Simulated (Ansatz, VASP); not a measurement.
# ZnS in VASP and in Ansatz

```
Zn S
1.0
     3.78140    0.00000    0.00000
    -1.89070    3.27479    0.00000
     0.00000    0.00000    6.20744
Zn S
2 2
Cartesian
  0.0000 2.1832 3.1189
  1.8907 1.0916 0.0152
  1.8907 1.0916 2.3375
  0.0000 2.1832 5.4412
```

Alike in both runs: functional PBEsol; k mesh 9 × 9 × 6; occupations gaussian, width 0.02 eV; no spin polarisation.

Ansatz relaxed the structure, and its values are those at the end. VASP's run is a single point on that final structure, the one shown.

```csv
,VASP,Ansatz
version,VASP 6.6.1,Ansatz 0.2.0
potentials or method,"VASP PAW PBE potentials, release 64 (Zn, S), cutoff 520 eV","scalar-relativistic, plane waves, PAW"
valence electrons in the cell,36,36
```

```csv
,VASP,Ansatz,Ansatz less VASP
gap on the k mesh at the Fermi level (eV),2.16,2.16,-0.006
least direct gap on the mesh (eV),2.16,2.16,-0.006
pressure (GPa),0.3,0.0,-0.24
```

VASP's potentials were made for PBE, not for PBEsol. With one functional, cell and mesh, what is left measures potentials, basis and numerics.
